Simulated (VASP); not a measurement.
# Ca (Fm-3m) in VASP: a series of runs, part 2 of 2

VASP 6.6.1.

## Step 3: Single point, PBEsol

This run uses another cell than the first one, of the same volume but with other edges.

INCAR reads:

```
SYSTEM = Ca
PREC = Accurate
ENCUT = 520
EDIFF = 1E-6
ISMEAR = 0
SIGMA = 0.1
LREAL = .False.
LASPH = .True.
NELM = 60
ALGO = Fast
ISIF = 2
LWAVE = .False.
LCHARG = .False.
GGA = PS
NBANDS = 11
ISYM = 0
```

KPOINTS reads:

```
Automatic mesh
0
Gamma
  9 7 18
  0 0 0
```

POSCAR reads:

```
Ca
1.0
    3.8570176973      0.0000000000      0.0000000000
    0.0000000000      5.4546467378      0.0000000000
    1.9285088486      2.7273233689      1.9285088486
Ca
1
Direct
    0.0000000000      0.0000000000      0.0000000000
```

Potentials or basis: VASP PAW PBE potentials, release 64 (Ca_sv).

Started as:

```
> cat potpaw_PBE.64/Ca_sv/POTCAR > POTCAR
> mpirun -np 1 vasp_std > vasp.out
```

OUTCAR:

```text
SYSTEM = Ca
   PREC = Accurate
   ENCUT = 520
   EDIFF = 1E-6
   ISMEAR = 0
   LREAL = .False.
   LASPH = .True.
   NELM = 60
   ISIF = 2
   GGA = PS
   ISYM = 0

 ion  position               nearest neighbor table
   1  0.000  0.000  0.000-

IMPORTANT INFORMATION: All symmetrisations will be switched off!
NOSYMM: (Re-)initialisation of all symmetry stuff for point group C_1.

----------------------------------------------------------------------------------------

                                     Primitive cell

  volume of cell :      40.5733

  direct lattice vectors                    reciprocal lattice vectors
     3.857017697  0.000000000  0.000000000     0.259267672  0.000000000 -0.259267672
     0.000000000  5.454646738  0.000000000     0.000000000  0.183329929 -0.259267672
     1.928508849  2.727323369  1.928508849     0.000000000  0.000000000  0.518535344

  length of vectors
     3.857017697  5.454646738  3.857017697     0.366659858  0.317536752  0.518535344

  position of ions in fractional coordinates (direct lattice)
     0.000000000  0.000000000  0.000000000

  ion indices of the primitive-cell ions
   primitive index   ion index
                 1           1

----------------------------------------------------------------------------------------

 KPOINTS: Automatic mesh

Automatic generation of k-mesh.
 Grid dimensions read from file:
 generate k-points for:    9    7   18

 Generating k-lattice:

  Cartesian coordinates                     Fractional coordinates (reciprocal lattice)
     0.028807519  0.000000000 -0.028807519     0.111111111  0.000000000  0.000000000
     0.000000000  0.026189990 -0.037038239     0.000000000  0.142857143 -0.000000000
     0.000000000  0.000000000  0.028807519     0.000000000  0.000000000  0.055555556

  Length of vectors
     0.040739984  0.045362393  0.028807519

  Shift w.r.t. Gamma in fractional coordinates (k-lattice)
     0.000000000  0.000000000  0.000000000

[... 95 lines left out ...]
  Thomas-Fermi vector in A             =   2.160320
   LORBIT       =      0    0 simple, 1 ext, 2 COOP (PROOUT), +10 PAW based schemes
   GGA     = PS    functional components
   LHFCALC =     F    Hartree Fock is set to
   AEXX    =    0.0000 exact exchange contribution
   IVDW    =     0    specifies the selected vdW correction
   LEPSILON=     F    determine dielectric tensor
   LRPA    =     F    only Hartree local field effects (RPA)
 non-spin polarized calculation
 RMM-DIIS sequential band-by-band and
 Gauss-broadening in eV      SIGMA  =   0.10
  energy-cutoff  :      520.00
  volume of cell :       40.57
 maximum number of plane-waves:      1113
 NGX is ok and might be reduce to    30

 number of electron      10.0000000 magnetization

 Free energy of the ion-electron system (eV)
  ---------------------------------------------------
  ext. energy  EPLUGINS =         0.00000000
  ---------------------------------------------------
  free energy    TOTEN  =        -2.13594067 eV

  energy without entropy =       -2.12815939  energy(sigma->0) =       -2.13205003

 E-fermi :   2.0429     XC(G=0):  -7.9363

 val. band max:        2.0311568930   @ k =   0.4444  -0.4286   0.3889
 cond. band min:       2.0437669951   @ k =  -0.3333   0.0000   0.4444
 fundamental gap:      0.0126101021
 Fermi energy:         2.0428720992

 k-point     1 :       0.0000    0.0000    0.0000
  band No.  band energies     occupation
      1     -39.7085      2.00000
      2     -20.6951      2.00000
      3     -20.6950      2.00000
      4     -20.6935      2.00000
      5      -2.0578      2.00000
      6       4.4219      0.00000
      7       4.4223      0.00000
      8       4.4227      0.00000
      9       5.5517      0.00000
     10       5.5526      0.00000
     11      11.3451      0.00000
[... 309 lines left out ...]
 k-point    24 :       0.0000    0.4286    0.0000
  band No.  band energies     occupation
      1     -39.6926      2.00000
      2     -20.8487      2.00000
      3     -20.7163      2.00000
      4     -20.7160      2.00000
      5       0.6180      2.00000
      6       2.2655      0.00165
      7       4.3338      0.00000
      8       4.3344      0.00000
      9       6.1818      0.00000
     10       6.1821      0.00000
     11       7.6886      0.00000

 [... further k-points ...]
[... 5 lines left out ...]
  --------------------------------------------------------------------------------------
  -------------------------------------------------------------------------------------
  Total        0.0001414     -0.0031668      0.0372370     -0.0000002     -0.0002528     -0.0000000
  in kB        0.0055840     -0.1250520      1.4704333     -0.0000065     -0.0099837     -0.0000004
  external PRESSURE =       0.4503218 kB  Pullay stress =       0.0000000 kB

 VOLUME and BASIS-vectors are now :
 -----------------------------------------------------------------------------
  energy-cutoff  :      520.00
  volume of cell :       40.57
      direct lattice vectors                 reciprocal lattice vectors
     3.857017697  0.000000000  0.000000000     0.259267672  0.000000000 -0.259267672
     0.000000000  5.454646738  0.000000000     0.000000000  0.183329929 -0.259267672
     1.928508849  2.727323369  1.928508849     0.000000000  0.000000000  0.518535344

 POSITION                                       TOTAL-FORCE (eV/Angst)
 -----------------------------------------------------------------------------------
      0.00000      0.00000      0.00000        -0.000003     -0.000002     -0.000001
 -----------------------------------------------------------------------------------
    total drift:                               -0.000003     -0.000002     -0.000001

  FREE ENERGIE OF THE ION-ELECTRON SYSTEM (eV)
  ---------------------------------------------------
  free  energy   TOTEN  =        -2.1359406675 eV

  energy  without entropy=       -2.1281593935  energy(sigma->0) =       -2.13205003
```

OSZICAR:

```text
N       E                     dE             d eps       ncg     rms          rms(c)
DAV:   1     0.674127387380E+02    0.67413E+02   -0.50204E+03 12496   0.826E+02
DAV:   2    -0.569244889490E+00   -0.67982E+02   -0.67322E+02 13615   0.211E+02
DAV:   3    -0.207631096193E+01   -0.15071E+01   -0.14887E+01 18464   0.309E+01
DAV:   4    -0.214537720092E+01   -0.69066E-01   -0.68759E-01 16184   0.524E+00
DAV:   5    -0.214704619804E+01   -0.16690E-02   -0.16687E-02 17671   0.668E-01    0.226E+00
RMM:   6    -0.213959596525E+01    0.74502E-02   -0.62598E-03 13195   0.985E-01    0.138E+00
RMM:   7    -0.213579367293E+01    0.38023E-02   -0.19008E-02 14229   0.184E+00    0.108E-01
RMM:   8    -0.213583416182E+01   -0.40489E-04   -0.41669E-03 15316   0.607E-01    0.316E-02
RMM:   9    -0.213590806411E+01   -0.73902E-04   -0.98274E-04 18086   0.281E-01    0.329E-02
RMM:  10    -0.213594368926E+01   -0.35625E-04   -0.15237E-04 18315   0.131E-01    0.511E-02
RMM:  11    -0.213593681544E+01    0.68738E-05   -0.14167E-04 17259   0.115E-01    0.187E-02
RMM:  12    -0.213593931294E+01   -0.24975E-05   -0.26273E-05 19334   0.461E-02    0.137E-02
RMM:  13    -0.213594033634E+01   -0.10234E-05   -0.74382E-06 15787   0.210E-02    0.178E-02
RMM:  14    -0.213594066748E+01   -0.33114E-06   -0.23802E-06 12678   0.110E-02
   1 F= -.21359407E+01 E0= -.21320500E+01  d E =-.778127E-02
```

stdout:

```text
POSCAR found type information on POSCAR Ca
 POSCAR found :  1 types and       1 ions
 scaLAPACK will be used
 -----------------------------------------------------------------------------
|                                                                             |
|                                                                             |
|     You enforced a specific xc type in the INCAR file but a different       |
[... 38 lines left out ...]
WARNING in EDDRMM: call to ZHEGV failed, returncode =   6  3      7
WARNING in EDDRMM: call to ZHEGV failed, returncode =   6  3      5
WARNING in EDDRMM: call to ZHEGV failed, returncode =   6  3      9
WARNING in EDDRMM: call to ZHEGV failed, returncode =   6  3      6
WARNING in EDDRMM: call to ZHEGV failed, returncode =   8  4      9
WARNING in EDDRMM: call to ZHEGV failed, returncode =   6  3      6
WARNING in EDDRMM: call to ZHEGV failed, returncode =   6  3      5
```

It took 4 min on 1 thread of AMD EPYC 9R45 (Zen 5), shared host; peak memory 0.36 GiB.

Results:

| Property | Result |
| --- | --- |
| Free energy | -2.1359 eV |
| Pressure | 0.0 GPa |
| Band gap on the k mesh | zero (bands 5 and 6 overlap by 0.27 eV) |

Levels at points of the mesh, in eV from the Fermi level:
| k point | band 2 | band 3 | band 4 | band 5 | band 6 | band 7 | band 8 | band 9 |
| --- | --- | --- | --- | --- | --- | --- | --- | --- |
| (0.00, 0.00, 0.00) | -22.74 | -22.74 | -22.74 | -4.10 | 2.38 | 2.38 | 2.38 | 3.51 |
| (0.00, 0.00, 0.50) | -22.89 | -22.80 | -22.80 | -0.50 | 0.54 | 1.04 | 4.23 | 4.43 |

Caveat: the PAW data sets were made with another functional, which shifts forces and pressure a little.

The gap in the log of VASP goes by the Fermi energy; the results here count the filled bands.